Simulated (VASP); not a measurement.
Ge4MoW: relaxation of shape and atoms at fixed volume with PBE

Ge4MoW:

```xyz
6
Lattice="3.2361 0.0000 0.0000 0.0000 3.2361 0.0000 0.0000 0.0000 8.0330" Properties=species:S:1:pos:R:3 pbc="T T T"
Ge    0.0000    0.0000    5.3345
Ge    1.6181    1.6181    1.3051
Ge    0.0000    0.0000    2.6985
Ge    1.6181    1.6181    6.7279
Mo    0.0000    0.0000    0.0000
W     1.6181    1.6181    4.0165
```

```
Program                : VASP 6.6.1
Task                   : relaxation of shape and atoms at fixed volume
Functional             : PBE
Potentials or basis    : VASP PAW PBE potentials, release 64 (Ge_d, Mo_sv, W_sv)
Cutoff                 : 600 eV
k mesh                 : 12 × 12 × 6
Occupations            : gaussian, width 0.1 eV
Spin                   : no spin polarisation
Dipole correction      : no
Further INCAR settings : ALGO = Fast; EDIFF = 1e-06; IBRION = 2; EDIFFG = -0.01; NSW = 50; ISIF = 4
```

```yaml
Energy_gained_by_relaxing: 0.2 meV/atom
Ionic_steps: 4
Pressure_after_relaxing: 20.1 GPa
Largest_force_after_relaxing: 0.007 eV/Å
Band_gap_on_the_k_mesh: zero (bands 42 and 43 overlap by 1.17 eV)
```

Forces on the atoms (eV/Å):
```
Ge   0.000  0.000  0.007
Ge   0.000  0.000  0.001
Ge   0.000  0.000 -0.007
Ge   0.000  0.000 -0.001
Mo   0.000  0.000  0.000
W    0.000  0.000  0.000
```

Stress tensor (GPa, compression positive):
```
20.16  0.00  0.00
 0.00 20.16  0.00
 0.00  0.00 20.02
```

The path:
| step | energy change (eV) | largest force (eV/Å) | pressure (GPa) | volume (Å³) |
| --- | --- | --- | --- | --- |
| 1 | 0.0000 | 0.1211 | 20.24 | 84.13 |
| 2 | -0.0009 | 0.0215 | 20.08 | 84.13 |
| 3 | -0.0010 | 0.0120 | 20.13 | 84.13 |
| 4 | -0.0010 | 0.0066 | 20.12 | 84.13 |

Final structure:
```cif
data_structure
_symmetry_space_group_name_H-M 'P 1'
_symmetry_Int_Tables_number 1
_cell_length_a 3.2344
_cell_length_b 3.2344
_cell_length_c 8.0418
_cell_angle_alpha 90.000
_cell_angle_beta 90.000
_cell_angle_gamma 90.000
_cell_volume 84.13
loop_
_atom_site_label
_atom_site_type_symbol
_atom_site_fract_x
_atom_site_fract_y
_atom_site_fract_z
_atom_site_occupancy
Ge1 Ge 0.00000 0.00000 0.66465 1
Ge2 Ge 0.50000 0.50000 0.16290 1
Ge3 Ge 0.00000 0.00000 0.33535 1
Ge4 Ge 0.50000 0.50000 0.83710 1
Mo1 Mo 0.00000 0.00000 0.00000 1
W1 W 0.50000 0.50000 0.50000 1
```

Levels at points of the mesh, in eV from the Fermi level:
| k point | band 40 | band 41 | band 42 | band 43 | band 44 | band 45 |
| --- | --- | --- | --- | --- | --- | --- |
| (0.00, 0.00, 0.00) | -0.61 | -0.57 | -0.57 | 0.42 | 0.86 | 2.86 |
| (0.50, 0.00, 0.00) | -2.47 | -0.43 | -0.19 | 1.80 | 2.41 | 2.73 |
| (0.50, 0.50, 0.00) | -3.12 | -1.27 | -1.27 | 2.05 | 2.36 | 2.77 |
| (0.00, 0.00, 0.50) | -2.14 | 0.42 | 0.78 | 0.86 | 1.00 | 1.61 |
| (0.50, 0.00, 0.50) | -2.51 | -0.24 | 0.01 | 2.00 | 2.56 | 3.14 |
| (0.50, 0.50, 0.50) | -2.24 | -2.08 | -2.08 | -0.31 | -0.28 | 2.05 |

It took 36 min on 1 thread of Oxide Virtual Turin-like Processor (shared host), peak memory 0.57 GiB.

Caveat: spin-orbit coupling is left out, which moves the levels of the heavy elements.
